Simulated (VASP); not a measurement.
# TaSb (P-6m2) in VASP: electric field gradients with PBEsol

Aim: the electric field gradients of TaSb with PBEsol.

Program: VASP 6.6.1. These are calculated values, not measurements. Logs are shortened: lines on timing, memory, paths and dates and some standing lists are left out, and cuts for length are marked.

### Step 1. The cell of the first run

Symmetry: P-6m2, No. 187, hexagonal system. The conventional cell has a = 3.543 Å, b = 3.543 Å, c = 3.774 Å, α = 90.00°, β = 90.00°, γ = 120.00°. Within 3.8 Å of Ta (site symmetry -6m2) lie 6 Sb at 2.78 Å and 8 Ta at 3.54 to 3.77 Å. Sb (site symmetry -6m2) has 6 Ta at 2.78 Å and 8 Sb at 3.54 to 3.77 Å within 3.8 Å.

### Step 2. Electric field gradients, PBEsol

File INCAR:

```
PREC = Accurate
ENCUT = 400
EDIFF = 1E-8
ISMEAR = -1
SIGMA = 0.15
LREAL = F
LASPH = T
NELM = 120
ALGO = Normal
ISIF = 2
LWAVE = F
LCHARG = F
GGA = PS
LEFG = T
NBANDS = 21
GGA_COMPAT = F
```

File KPOINTS:

```
regular mesh
0
Gamma
  15 15 12
```

File POSCAR:

```
TaSb
1.0
    3.5428234342      0.0000000000      0.0000000000
   -1.7714117171      3.0681750952      0.0000000000
    0.0000000000      0.0000000000      3.7743054601
Ta Sb
1 1
Direct
    0.6666666667      0.3333333333      0.5000000000
    0.3333333333      0.6666666667      0.0000000000
```

Potentials or basis: VASP PAW PBE potentials, release 64 (Ta_sv_GW, Sb_d_GW).

On the command line:

```bash
$ cat potpaw_PBE.64/Ta_sv_GW/POTCAR potpaw_PBE.64/Sb_d_GW/POTCAR > POTCAR
$ mpirun -np 1 vasp_std > vasp.out
```

OUTCAR:

```text
PREC = Accurate
   ENCUT = 400
   EDIFF = 1E-8
   ISMEAR = -1
   LREAL = F
   LASPH = T
   NELM = 120
   ISIF = 2
   GGA = PS

 ion  position               nearest neighbor table
   1  0.667  0.333  0.500-   2 2.78   2 2.78   2 2.78   2 2.78   2 2.78   2 2.78
   2  0.333  0.667  0.000-   1 2.78   1 2.78   1 2.78   1 2.78   1 2.78   1 2.78

  LATTYP: Found a hexagonal cell.
 ALAT       =     3.5428234342
 C/A-ratio  =     1.0653382903

  Lattice vectors:

 A1 = (   3.5428234342,   0.0000000000,   0.0000000000)
 A2 = (  -1.7714117171,   3.0681750952,   0.0000000000)
 A3 = (   0.0000000000,   0.0000000000,   3.7743054601)

Analysis of symmetry for initial positions (statically):
=====================================================================
 Subroutine PRICEL returns:
 Original cell was already a primitive cell.

 Routine SETGRP: Setting up the symmetry group for a
 hexagonal supercell.

 Subroutine GETGRP returns: Found 12 space group operations
 (whereof 12 operations were pure point group operations)
 out of a pool of 24 trial point group operations.

The static configuration has the point symmetry D_3h.

Analysis of symmetry for dynamics (positions and initial velocities):
=====================================================================
 Subroutine PRICEL returns:
 Original cell was already a primitive cell.

 Routine SETGRP: Setting up the symmetry group for a
 hexagonal supercell.

 Subroutine GETGRP returns: Found 12 space group operations
 (whereof 12 operations were pure point group operations)
 out of a pool of 24 trial point group operations.

The dynamic configuration has the point symmetry D_3h.

 Subroutine INISYM returns: Found 12 space group operations
 (whereof 12 operations are pure point group operations),
 and found     1 'primitive' translations

----------------------------------------------------------------------------------------

                                     Primitive cell

  volume of cell :      41.0267

  direct lattice vectors                    reciprocal lattice vectors
     3.542823434  0.000000000  0.000000000     0.282260750  0.162963320  0.000000000
    -1.771411717  3.068175095  0.000000000     0.000000000  0.325926640  0.000000000
     0.000000000  0.000000000  3.774305460     0.000000000  0.000000000  0.264949409

  length of vectors
     3.542823434  3.542823434  3.774305460     0.325926640  0.325926640  0.264949409

  position of ions in fractional coordinates (direct lattice)
     0.666666667  0.333333333  0.500000000
     0.333333333  0.666666667  0.000000000

  ion indices of the primitive-cell ions
   primitive index   ion index
                 1           1
                 2           2

----------------------------------------------------------------------------------------

 KPOINTS: regular mesh

Automatic generation of k-mesh.
 Grid dimensions read from file:
 generate k-points for:   15   15   12

 Generating k-lattice:

  Cartesian coordinates                     Fractional coordinates (reciprocal lattice)
     0.018817383  0.010864221  0.000000000     0.066666667  0.000000000  0.000000000
     0.000000000  0.021728443  0.000000000     0.000000000  0.066666667  0.000000000
     0.000000000  0.000000000  0.022079117     0.000000000  0.000000000  0.083333333

  Length of vectors
     0.021728443  0.021728443  0.022079117

  Shift w.r.t. Gamma in fractional coordinates (k-lattice)
     0.000000000  0.000000000  0.000000000

 Subroutine IBZKPT returns following result:
 ===========================================

 Found    189 irreducible k-points:

 Following reciprocal coordinates:
            Coordinates               Weight
  0.000000  0.000000  0.000000      1.000000
  0.066667  0.000000  0.000000      6.000000
  0.133333  0.000000  0.000000      6.000000
  0.200000  0.000000  0.000000      6.000000
  0.266667  0.000000  0.000000      6.000000
  0.333333  0.000000  0.000000      6.000000
[... 16 lines left out ...]
  0.333333  0.200000  0.000000     12.000000
  0.400000  0.200000  0.000000      6.000000
 [... further k-points ...]
   k-points           NKPTS =    189   k-points in BZ     NKDIM =    189   number of bands    NBANDS=     21
   number of dos      NEDOS =    301   number of ions     NIONS =      2
   total plane-waves  NPLWV =  16128
   dimension x,y,z NGX =    24 NGY =   24 NGZ =   28
   dimension x,y,z NGXF=    48 NGYF=   48 NGZF=   56
   ions per type =               1   1
   NGX,Y,Z   is equivalent  to a cutoff of  11.26, 11.26, 12.33 a.u.
   NGXF,Y,Z  is equivalent  to a cutoff of  22.52, 22.52, 24.67 a.u.
 SYSTEM =  unknown system
   PREC   = accura    normal or accurate (medium, high low for compatibility)
   ISTART =      0    job   : 0-new  1-cont  2-samecut
   ICHARG =      2    charge: 1-file 2-atom 10-const
   ISPIN  =      1    spin polarized calculation?
   LNONCOLLINEAR =      F non collinear calculations
   LSORBIT =      F    spin-orbit coupling
   LASPH  =      T    aspherical Exc in radial PAW
   ENCUT  =  400.0 eV  29.40 Ry    5.42 a.u.   5.78  5.78  6.15*2*pi/ulx,y,z
   NELM   =    120;   NELMIN=  2; NELMDL= -5     # of ELM steps
   EDIFF  = 0.1E-07   stopping-criterion for ELM
   LREAL  =      F    real-space projection
   EDIFFG = 0.1E-06   stopping-criterion for IOM
   NSW    =      0    number of steps for IOM
   IBRION =     -1    ionic relax: 0-MD 1-quasi-New 2-CG
   NFREE  =      0    steps in history (QN), initial steepest desc. (CG)
   ISIF   =      2    stress and relaxation
   ISYM   =      2    0-nonsym 1-usesym 2-fastsym
   POTIM  = 0.5000    time-step for ionic-motion
   TEBEG  =    0.0;   TEEND  =   0.0 temperature during run
   PSTRESS=    0.0 pullay stress
   NELECT =      28.0000    total number of electrons
   NUPDOWN=      -1.0000    fix difference up-down
   EMIN   =  10.00;   EMAX   =-10.00  energy-range for DOS
   EFERMI =   0.00;   METHOD = LEGACY
   ISMEAR =    -1;   SIGMA  =   0.15  broadening in eV -4-tet -1-fermi 0-gaus
   EFERMI_NEDOS =   21; number of points for ismear=-14 and -15
   IALGO  =     38    algorithm
   IMIX   =      4    mixing-type and parameters
     AMIX     =   0.40;   BMIX     =  1.00
     AMIX_MAG =   1.60;   BMIX_MAG =  1.00
  volume/ion in A,a.u.               =      20.51       138.43
  Fermi-wavevector in a.u.,A,eV,Ry     =   1.441358  2.723772 28.266289  2.077514
  Thomas-Fermi vector in A             =   2.559999
   LORBIT       =      0    0 simple, 1 ext, 2 COOP (PROOUT), +10 PAW based schemes
   GGA     = PS    functional components
   LHFCALC =     F    Hartree Fock is set to
   AEXX    =    0.0000 exact exchange contribution
   IVDW    =     0    specifies the selected vdW correction
   LEPSILON=     F    determine dielectric tensor
   LRPA    =     F    only Hartree local field effects (RPA)
 non-spin polarized calculation
  energy-cutoff  :      400.00
  volume of cell :       41.03
 maximum number of plane-waves:       763
 NGX is ok and might be reduce to    24
   NGX = 11   NGY = 11   NGZ = 13

 number of electron      28.0000019 magnetization

 Free energy of the ion-electron system (eV)
  ---------------------------------------------------
  ext. energy  EPLUGINS =         0.00000000
  ---------------------------------------------------
  free energy    TOTEN  =       -19.63509961 eV

  energy without entropy =      -19.59411994  energy(sigma->0) =      -19.61460977

 E-fermi :   9.1166     XC(G=0): -12.2201

 val. band max:        9.1087608341   @ k =   0.4000   0.1333   0.0000
 cond. band min:       9.1222326455   @ k =   0.4000   0.2000   0.0000
 fundamental gap:      0.0134718113
 Fermi energy:         9.1166136988

 k-point     1 :       0.0000    0.0000    0.0000
  band No.  band energies     occupation
      1     -59.1388      2.00000
      2     -25.7209      2.00000
      3     -25.5379      2.00000
      4     -25.5379      2.00000
      5     -19.6085      2.00000
      6     -19.6051      2.00000
[... 13 lines left out ...]
     20      16.0322      0.00000
     21      18.4945      0.00000

 k-point     2 :       0.0667    0.0000    0.0000
  band No.  band energies     occupation
      1     -59.1385      2.00000
      2     -25.7206      2.00000
      3     -25.5441      2.00000
      4     -25.5391      2.00000
      5     -19.6075      2.00000
      6     -19.6054      2.00000
[... 520 lines left out ...]
 k-point    24 :       0.4000    0.2000    0.0000
  band No.  band energies     occupation
      1     -59.1327      2.00000
      2     -25.7150      2.00000
      3     -25.6678      2.00000
      4     -25.6020      2.00000
      5     -19.6198      2.00000
      6     -19.6082      2.00000
[... 13 lines left out ...]
     20      17.7586      0.00000
     21      19.0752      0.00000

 [... further k-points ...]

------------------------ aborting loop because EDIFF is reached ----------------------------------------

  FORCE on cell =-STRESS in cart. coord.  units (eV):
  Direction    XX          YY          ZZ          XY          YZ          ZX
  --------------------------------------------------------------------------------------
  -------------------------------------------------------------------------------------
  Total       -0.1960916     -0.1960916     -0.1881757      0.0000000     -0.0000000      0.0000000
  in kB       -7.6577795     -7.6577795     -7.3486465      0.0000000     -0.0000000      0.0000000
  external PRESSURE =      -7.5547352 kB  Pullay stress =       0.0000000 kB

 VOLUME and BASIS-vectors are now :
 -----------------------------------------------------------------------------
  energy-cutoff  :      400.00
  volume of cell :       41.03
      direct lattice vectors                 reciprocal lattice vectors
     3.542823434  0.000000000  0.000000000     0.282260750  0.162963320  0.000000000
    -1.771411717  3.068175095  0.000000000     0.000000000  0.325926640  0.000000000
     0.000000000  0.000000000  3.774305460     0.000000000  0.000000000  0.264949409

 POSITION                                       TOTAL-FORCE (eV/Angst)
 -----------------------------------------------------------------------------------
      1.77141      1.02273      1.88715        -0.000000      0.000000      0.000000
     -0.00000      2.04545      0.00000         0.000000      0.000000      0.000000
 -----------------------------------------------------------------------------------
    total drift:                               -0.000001      0.000000     -0.000000

  FREE ENERGIE OF THE ION-ELECTRON SYSTEM (eV)
  ---------------------------------------------------
  free  energy   TOTEN  =       -19.6350996111 eV

  energy  without entropy=      -19.5941199367  energy(sigma->0) =      -19.61460977

 Electric field gradients (V/A^2)
---------------------------------------------------------------------
 ion       V_xx      V_yy      V_zz      V_xy      V_xz      V_yz
---------------------------------------------------------------------
   1     -10.784   -10.784    21.568     0.000     0.000    -0.000
   2      18.184    18.185   -36.370     0.001     0.000     0.000
---------------------------------------------------------------------

 Electric field gradients after diagonalization (V/A^2)
 (convention: |V_zz| > |V_xx| > |V_yy|)
----------------------------------------------------------------------
 ion       V_xx      V_yy      V_zz     asymmetry (V_yy - V_xx)/ V_zz
----------------------------------------------------------------------
   1     -10.784   -10.784    21.568       0.000
   2      18.186    18.184   -36.370       0.000
----------------------------------------------------------------------

           NMR quadrupolar parameters

 Cq : quadrupolar parameter    Cq=e*Q*V_zz/h
 eta: asymmetry parameters     (V_yy - V_xx)/ V_zz
 Q  : nuclear electric quadrupole moment in mb (millibarn)
----------------------------------------------------------------------
 ion       Cq(MHz)       eta       Q (mb)
----------------------------------------------------------------------
   1       0.052       0.000       1.000
   2      -0.088       0.000       1.000
----------------------------------------------------------------------
```

It took 1.9 min on 1 thread of Intel Xeon Platinum 8175M at 2.50GHz (Skylake/Cascade Lake), shared host; peak memory 0.27 GiB.

What came out:

- Free energy: -19.6351 eV
- Pressure: -0.8 GPa
- Band gap on the k mesh: zero (bands 14 and 15 overlap by 0.24 eV)
- Largest electric field gradient by atom: Ta +21.6; Sb -36.4 V/Å²

Electric field gradients, principal values (V/Å²):
```tsv
atom	least	middle	greatest (by size)
1 Ta	-10.784	-10.784	21.568
2 Sb	18.184	18.186	-36.370
```

Caveat: without QUAD_EFG the Cq values of the log hold for a quadrupole moment of 1 mb, not for the nuclei; the PAW data sets were made with another functional, which shifts forces and pressure a little; spin-orbit coupling is left out, which moves the levels of the heavy elements.
